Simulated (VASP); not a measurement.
# Ho2O (P-6m2) in VASP: relaxation of cell and atoms with PBE

Aim: the relaxation of cell and atoms of Ho2O with PBE.

Program: VASP 6.6.1. These are calculated values, not measurements. Logs are shortened: lines on timing, memory, paths and dates and some standing lists are left out, and cuts for length are marked.

## (1) The cell of the first run

The structure is hexagonal, space group P-6m2 (No. 187). Conventional cell: a = 2.847 Å, b = 2.847 Å, c = 16.391 Å, α = 90.00°, β = 90.00°, γ = 120.00°. Ho (site symmetry -6m2) has 12 Ho at 2.85 to 3.18 Å within 3.8 Å. Within 3.8 Å of Ho (site symmetry 3m) lie 9 Ho at 2.85 to 3.18 Å and 3 O at 3.19 Å. Ho (site symmetry -6m2) has 6 Ho at 2.85 Å and 6 O at 3.19 Å within 3.8 Å. O (site symmetry 3m) has 6 O at 2.85 Å and 6 Ho at 3.19 Å within 3.8 Å.

The cell was generated, and may not be a known phase.

## (2) Relaxation of cell and atoms, PBE

Contents of INCAR:

```
SYSTEM = Ho2O
PREC = Accurate
ENCUT = 600
EDIFF = 1E-7
ISMEAR = 0
SIGMA = 0.2
LREAL = .False.
LASPH = .True.
NELM = 200
ALGO = Normal
ISIF = 3
LWAVE = .False.
LCHARG = .False.
GGA = PE
IBRION = 2
NSW = 36
EDIFFG = -0.08
GGA_COMPAT = .False.
NELMIN = 4
LMAXMIX = 6
```

Contents of KPOINTS:

```
regular mesh
0
Gamma
  6 6 1
  0 0 0
```

Contents of POSCAR:

```
Ho2O
1.0
    2.8467725600      0.0000000000      0.0000000000
   -1.4233862800      2.4653773500      0.0000000000
    0.0000000000      0.0000000000     16.3906672700
Ho O
4 2
Direct
    0.6666666700      0.3333333300      0.5000000000
    0.0000000000      0.0000000000      0.3337369800
    0.0000000000      0.0000000000      0.0000000000
    0.0000000000      0.0000000000      0.6662630200
    0.6666666700      0.3333333300      0.1668329900
    0.6666666700      0.3333333300      0.8331670100
```

Potentials or basis: VASP PAW PBE potentials, release 64 (Ho_3, O), 4f in core.

Run with:

```
$ cat potpaw_PBE.64/Ho_3/POTCAR potpaw_PBE.64/O/POTCAR > POTCAR
$ mpirun -np 1 vasp_std > vasp.out
```

OUTCAR:

```text
SYSTEM = Ho2O
   PREC = Accurate
   ENCUT = 600
   EDIFF = 1E-7
   ISMEAR = 0
   LREAL = .False.
   LASPH = .True.
   NELM = 200
   ISIF = 3
   GGA = PE
   IBRION = 2
   NSW = 36
   EDIFFG = -0.08
   NELMIN = 4

 ion  position               nearest neighbor table
   1  0.667  0.333  0.500-   2 3.18   4 3.18   2 3.18   4 3.18   2 3.18   4 3.18
   2  0.000  0.000  0.334-   1 3.18   1 3.18   1 3.18
   3  0.000  0.000  0.000-
   4  0.000  0.000  0.666-   1 3.18   1 3.18   1 3.18
   5  0.667  0.333  0.167-
   6  0.667  0.333  0.833-

  LATTYP: Found a hexagonal cell.
 ALAT       =     2.8467725600
 C/A-ratio  =     5.7576314667

  Lattice vectors:

 A1 = (   2.8467725600,   0.0000000000,   0.0000000000)
 A2 = (  -1.4233862800,   2.4653773500,   0.0000000000)
 A3 = (   0.0000000000,   0.0000000000,  16.3906672700)

Analysis of symmetry for initial positions (statically):
=====================================================================
 Subroutine PRICEL returns:
 Original cell was already a primitive cell.

 Routine SETGRP: Setting up the symmetry group for a
 hexagonal supercell.

 Subroutine GETGRP returns: Found 12 space group operations
 (whereof 12 operations were pure point group operations)
 out of a pool of 24 trial point group operations.

The static configuration has the point symmetry D_3h.

Analysis of symmetry for dynamics (positions and initial velocities):
=====================================================================
 Subroutine PRICEL returns:
 Original cell was already a primitive cell.

 Routine SETGRP: Setting up the symmetry group for a
 hexagonal supercell.

 Subroutine GETGRP returns: Found 12 space group operations
 (whereof 12 operations were pure point group operations)
 out of a pool of 24 trial point group operations.

The dynamic configuration has the point symmetry D_3h.

 Subroutine INISYM returns: Found 12 space group operations
 (whereof 12 operations are pure point group operations),
 and found     1 'primitive' translations

----------------------------------------------------------------------------------------

                                     Primitive cell

  volume of cell :     115.0357

  direct lattice vectors                    reciprocal lattice vectors
     2.846772560  0.000000000  0.000000000     0.351274989  0.202808710  0.000000000
    -1.423386280  2.465377350  0.000000000     0.000000000  0.405617420  0.000000000
     0.000000000  0.000000000 16.390667270     0.000000000  0.000000000  0.061010329

  length of vectors
     2.846772560  2.846772555 16.390667270     0.405617419  0.405617420  0.061010329

  position of ions in fractional coordinates (direct lattice)
     0.666666670  0.333333330  0.500000000
     0.000000000  0.000000000  0.333736980
     0.000000000  0.000000000  0.000000000
     0.000000000  0.000000000  0.666263020
     0.666666670  0.333333330  0.166832990
     0.666666670  0.333333330  0.833167010

  ion indices of the primitive-cell ions
   primitive index   ion index
                 1           1
                 2           2
                 3           3
                 4           4
                 5           5
                 6           6

----------------------------------------------------------------------------------------

 KPOINTS: regular mesh

Automatic generation of k-mesh.
 Grid dimensions read from file:
 generate k-points for:    6    6    1

 Generating k-lattice:

  Cartesian coordinates                     Fractional coordinates (reciprocal lattice)
     0.058545832  0.033801452  0.000000000     0.166666667 -0.000000000  0.000000000
     0.000000000  0.067602903  0.000000000     0.000000000  0.166666667  0.000000000
     0.000000000  0.000000000  0.061010329     0.000000000  0.000000000  1.000000000

  Length of vectors
     0.067602903  0.067602903  0.061010329

  Shift w.r.t. Gamma in fractional coordinates (k-lattice)
     0.000000000  0.000000000  0.000000000

 Subroutine IBZKPT returns following result:
 ===========================================

 Found      7 irreducible k-points:

 Following reciprocal coordinates:
            Coordinates               Weight
  0.000000  0.000000  0.000000      1.000000
  0.166667  0.000000  0.000000      6.000000
  0.333333  0.000000  0.000000      6.000000
  0.500000  0.000000  0.000000      3.000000
  0.166667  0.166667  0.000000      6.000000
  0.333333  0.166667  0.000000     12.000000
  0.333333  0.333333  0.000000      2.000000
   k-points           NKPTS =      7   k-points in BZ     NKDIM =      7   number of bands    NBANDS=     28
   number of dos      NEDOS =    301   number of ions     NIONS =      6
   total plane-waves  NPLWV =  80640
   dimension x,y,z NGX =    24 NGY =   24 NGZ =  140
   dimension x,y,z NGXF=    48 NGYF=   48 NGZF=  280
   ions per type =               4   2
   NGX,Y,Z   is equivalent  to a cutoff of  14.02, 14.02, 14.20 a.u.
   NGXF,Y,Z  is equivalent  to a cutoff of  28.03, 28.03, 28.40 a.u.
 SYSTEM =  Ho2O
   PREC   = accura    normal or accurate (medium, high low for compatibility)
   ISTART =      0    job   : 0-new  1-cont  2-samecut
   ICHARG =      2    charge: 1-file 2-atom 10-const
   ISPIN  =      1    spin polarized calculation?
   LNONCOLLINEAR =      F non collinear calculations
   LSORBIT =      F    spin-orbit coupling
   LASPH  =      T    aspherical Exc in radial PAW
   ENCUT  =  600.0 eV  44.10 Ry    6.64 a.u.   5.69  5.69 32.74*2*pi/ulx,y,z
   NELM   =    200;   NELMIN=  4; NELMDL= -5     # of ELM steps
   EDIFF  = 0.1E-06   stopping-criterion for ELM
   LREAL  =      F    real-space projection
   EDIFFG = -.8E-01   stopping-criterion for IOM
   NSW    =     36    number of steps for IOM
   IBRION =      2    ionic relax: 0-MD 1-quasi-New 2-CG
   NFREE  =      1    steps in history (QN), initial steepest desc. (CG)
   ISIF   =      3    stress and relaxation
   ISYM   =      2    0-nonsym 1-usesym 2-fastsym
   POTIM  = 0.5000    time-step for ionic-motion
   TEBEG  =    0.0;   TEEND  =   0.0 temperature during run
   PSTRESS=    0.0 pullay stress
   NELECT =      48.0000    total number of electrons
   NUPDOWN=      -1.0000    fix difference up-down
   EMIN   =  10.00;   EMAX   =-10.00  energy-range for DOS
   EFERMI =   0.00;   METHOD = LEGACY
   ISMEAR =     0;   SIGMA  =   0.20  broadening in eV -4-tet -1-fermi 0-gaus
   EFERMI_NEDOS =   21; number of points for ismear=-14 and -15
   IALGO  =     38    algorithm
   IMIX   =      4    mixing-type and parameters
     AMIX     =   0.40;   BMIX     =  1.00
     AMIX_MAG =   1.60;   BMIX_MAG =  1.00
  volume/ion in A,a.u.               =      19.17       129.38
  Fermi-wavevector in a.u.,A,eV,Ry     =   1.223332  2.311762 20.361676  1.496541
  Thomas-Fermi vector in A             =   2.358447
   LORBIT       =      0    0 simple, 1 ext, 2 COOP (PROOUT), +10 PAW based schemes
   GGA     = PE    functional components
   LHFCALC =     F    Hartree Fock is set to
   AEXX    =    0.0000 exact exchange contribution
   IVDW    =     0    specifies the selected vdW correction
   LEPSILON=     F    determine dielectric tensor
   LRPA    =     F    only Hartree local field effects (RPA)
 conjugate gradient relaxation of ions
 non-spin polarized calculation
 Gauss-broadening in eV      SIGMA  =   0.20
  energy-cutoff  :      600.00
  volume of cell :      115.04
 maximum number of plane-waves:      3860
 NGX is ok and might be reduce to    24
   NGX = 11   NGY = 11   NGZ = 65

--------------------------------------- Ionic step        1  -------------------------------------------

 number of electron      48.0000001 magnetization

 Free energy of the ion-electron system (eV)
  ---------------------------------------------------
  ext. energy  EPLUGINS =         0.00000000
  ---------------------------------------------------
  free energy    TOTEN  =       -21.51950689 eV

  energy without entropy =      -21.34286983  energy(sigma->0) =      -21.43118836

------------------------ aborting loop because EDIFF is reached ----------------------------------------

  FORCE on cell =-STRESS in cart. coord.  units (eV):
  Direction    XX          YY          ZZ          XY          YZ          ZX
  --------------------------------------------------------------------------------------
  -------------------------------------------------------------------------------------
  Total       26.1309841     26.1309840    -17.8157342      0.0000000      0.0000000      0.0000000
  in kB      363.9431430    363.9431413   -248.1312713      0.0000000      0.0000000      0.0000000
  external PRESSURE =     159.9183377 kB  Pullay stress =       0.0000000 kB
[... 101 lines left out ...]
  FREE ENERGIE OF THE ION-ELECTRON SYSTEM (eV)
  ---------------------------------------------------
  free  energy   TOTEN  =       -32.3450483676 eV

  energy  without entropy=      -32.2575019897  energy(sigma->0) =      -32.30127518

 E-fermi :   2.1475     XC(G=0):  -9.4904

 val. band max:        2.1305740188   @ k =   0.5000   0.0000   0.0000
 cond. band min:       2.1956018704   @ k =   0.3333   0.0000   0.0000
 fundamental gap:      0.0650278516
 Fermi energy:         2.1475105314

 k-point     1 :       0.0000    0.0000    0.0000
  band No.  band energies     occupation
      1     -23.0026      2.00000
      2     -22.9178      2.00000
      3     -22.9178      2.00000
      4     -22.4032      2.00000
      5     -22.2181      2.00000
      6     -22.0706      2.00000
[... 206 lines left out ...]
     27       3.2696      0.00000
     28       3.8470      0.00000

[... ionic steps 4 to 16 ...]

--------------------------------------- Ionic step       17  -------------------------------------------

 number of electron      48.0000014 magnetization

------------------------ aborting loop because EDIFF is reached ----------------------------------------

  FORCE on cell =-STRESS in cart. coord.  units (eV):
  Direction    XX          YY          ZZ          XY          YZ          ZX
  --------------------------------------------------------------------------------------
  -------------------------------------------------------------------------------------
  Total        1.7622986      1.7622986      0.7590758      0.0000000      0.0000000     -0.0000000
  in kB       24.6715668     24.6715667     10.6267975      0.0000000      0.0000000     -0.0000000
  external PRESSURE =      19.9899770 kB  Pullay stress =       0.0000000 kB
[... 65 lines left out ...]
  energy  without entropy=      -37.4858410115  energy(sigma->0) =      -37.56767484

--------------------------------------- Ionic step       19  -------------------------------------------

 number of electron      47.9999995 magnetization

 Free energy of the ion-electron system (eV)
  ---------------------------------------------------
  ext. energy  EPLUGINS =         0.00000000
  ---------------------------------------------------
  free energy    TOTEN  =       -37.67488132 eV

  energy without entropy =      -37.50717430  energy(sigma->0) =      -37.59102781

 E-fermi :   4.5556     XC(G=0): -10.7519

 val. band max:        4.5198771361   @ k =   0.3333   0.1667   0.0000
 cond. band min:       4.5633215037   @ k =   0.5000   0.0000   0.0000
 fundamental gap:      0.0434443676
 Fermi energy:         4.5555766551

 k-point     1 :       0.0000    0.0000    0.0000
  band No.  band energies     occupation
      1     -20.6952      2.00000
      2     -19.8354      2.00000
      3     -19.6644      2.00000
      4     -19.6644      2.00000
      5     -19.6530      2.00000
      6     -19.1884      2.00000
[... 239 lines left out ...]
  FREE ENERGIE OF THE ION-ELECTRON SYSTEM (eV)
  ---------------------------------------------------
  free  energy   TOTEN  =       -37.6748813230 eV

  energy  without entropy=      -37.5071742985  energy(sigma->0) =      -37.59102781

 reached required accuracy - stopping structural energy minimisation
```

Run time: 17 min. Hardware: 1 thread of Intel Xeon 6975P-C (Granite Rapids), shared host; peak memory 0.3 GiB.

What came out:

```
Free energy                           : -37.6749 eV
Relaxed volume                        : 19.57 Å³/atom
Relaxed cell                          : a = 3.339 Å, b = 3.339 Å, c = 12.158 Å, α = 90.00°, β = 90.00°, γ = 120.00°
Space group after relaxing (to 0.1 Å) : P-6m2 (No. 187)
Energy gained by relaxing             : 2692.6 meV/atom
Ionic steps                           : 19
Pressure after relaxing               : 0.3 GPa
Largest force after relaxing          : 0.012 eV/Å
Band gap on the k mesh                : zero (bands 24 and 25 overlap by 0.27 eV)
```

Forces on the atoms (eV/Å):
```
Ho   0.000  0.000  0.000
Ho   0.000  0.000  0.009
Ho   0.000  0.000  0.000
Ho   0.000  0.000 -0.009
O    0.000  0.000  0.012
O    0.000  0.000 -0.012
```

Step by step:
```
step  energy change (eV)  largest force (eV/Å)  pressure (GPa)  volume (Å³)
   1              0.0000                3.2527           15.99       115.04
   2             -9.3469                4.5099           -7.30       144.32
   3            -10.8255                3.5217          -12.62       157.47
   4            -10.7386                3.8727          -11.32       153.96
   5            -13.3899                2.7074           -4.22       124.87
   6            -13.3719                2.4684           -2.56       121.80
   7            -14.6797                1.1398            6.97       110.46
   8            -14.7350                1.3108           10.37       107.71
   9            -15.6762                0.9158            1.68       117.60
  10            -15.7503                0.6863           -2.17       123.49
  11            -15.7631                0.7592           -1.15       121.75
  12            -15.8316                0.7681           -0.86       120.29
  13            -15.9752                0.6072            0.53       115.93
  14            -15.6148                0.4938            8.58       107.39
  15            -15.9897                0.5125            1.11       114.79
  16            -16.0411                0.4144            1.16       114.71
  17            -16.1270                0.0833            2.00       114.44
  18            -16.1300                0.0439            2.40       114.36
  19            -16.1554                0.0122            0.29       117.42
```

Final structure:
```
Ho O
1.0
     3.33945    0.00000    0.00000
    -1.66972    2.89205    0.00000
     0.00000    0.00000   12.15808
Ho O
4 2
Direct
  0.66667 0.33333 0.50000
  0.00000 0.00000 0.26034
  0.00000 0.00000 0.00000
  0.00000 0.00000 0.73966
  0.66667 0.33333 0.11868
  0.66667 0.33333 0.88133
```

Caveat: the k points lie up to 0.52 Å⁻¹ apart in the final cell; a cell axis changed by over 15 % at a fixed basis, so the end point is rough; spin-orbit coupling is left out, which moves the levels of the heavy elements; the 4f electrons are frozen in the core, so they carry no moment and show no levels; the run has no spin polarisation, though such a crystal can be magnetic.

The gap in the log of VASP goes by the Fermi energy; the results here count the filled bands.